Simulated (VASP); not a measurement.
Wanted: the native input for a VASP 6.6.1 run.

```
Task                   : relaxation of cell and atoms
Functional             : PBE
Dispersion             : D3(BJ)
Potentials or basis    : VASP PAW PBE potentials, release 64 (Co, Sn_d)
Cutoff                 : 600 eV
k mesh                 : 9 × 9 × 8
Occupations            : gaussian, width 0.1 eV
Spin                   : no spin polarisation
Dipole correction      : no
Further INCAR settings : ALGO = Normal; EDIFF = 1e-06; IBRION = 2; EDIFFG = -0.005; NSW = 70; ISIF = 3
```

The structure of CoSn lies in POSCAR:

```
CoSn
1.0
    5.2966106598      0.0000000000      0.0000000000
   -2.6483053299      4.5869993854      0.0000000000
    0.0000000000      0.0000000000      4.2302439068
Co Sn
3 3
Direct
    0.0000000000      0.5000000000      0.0000000000
    0.5000000000      0.5000000000      0.0000000000
    0.5000000000      0.0000000000      0.0000000000
    0.6666666667      0.3333333333      0.5000000000
    0.3333333333      0.6666666667      0.5000000000
    0.0000000000      0.0000000000      0.0000000000
```

One way to write it, as run:

INCAR

```
SYSTEM = CoSn
PREC = Accurate ; ENCUT = 600
EDIFF = 1E-6 ; ISMEAR = 0
SIGMA = 0.1 ; LREAL = .False.
LASPH = .True. ; NELM = 100
ALGO = Normal ; ISIF = 3
LWAVE = .False. ; LCHARG = .False.
GGA = PE ; IVDW = 12
IBRION = 2 ; NSW = 70
EDIFFG = -0.005
```

KPOINTS

```
regular mesh
0
Gamma
  9 9 8
  0 0 0
```

Potentials or basis: VASP PAW PBE potentials, release 64 (Co, Sn_d).

The run is started by

```console
$ cat potpaw_PBE.64/Co/POTCAR potpaw_PBE.64/Sn_d/POTCAR > POTCAR
$ mpirun -np 1 vasp_std > vasp.out
```

It gave:

```
Relaxed volume                         : 16.59 Å³/atom
Relaxed cell                           : a = 5.240 Å, b = 5.240 Å, c = 4.184 Å, α = 90.00°, β = 90.00°, γ = 120.00°
Space group after relaxing (to 0.05 Å) : P6/mmm (No. 191)
Energy gained by relaxing              : 7.3 meV/atom
Ionic steps                            : 3
Pressure after relaxing                : 0.0 GPa
Dispersion energy per atom             : -0.435 eV
```

Caveat: pairwise dispersion overbinds metals, which lowers pressure and volume.

Run time: 5.9 min on 1 thread of Intel(R) Xeon(R) 6975P-C (Granite Rapids), with other jobs on the host, peak memory 0.43 GiB.
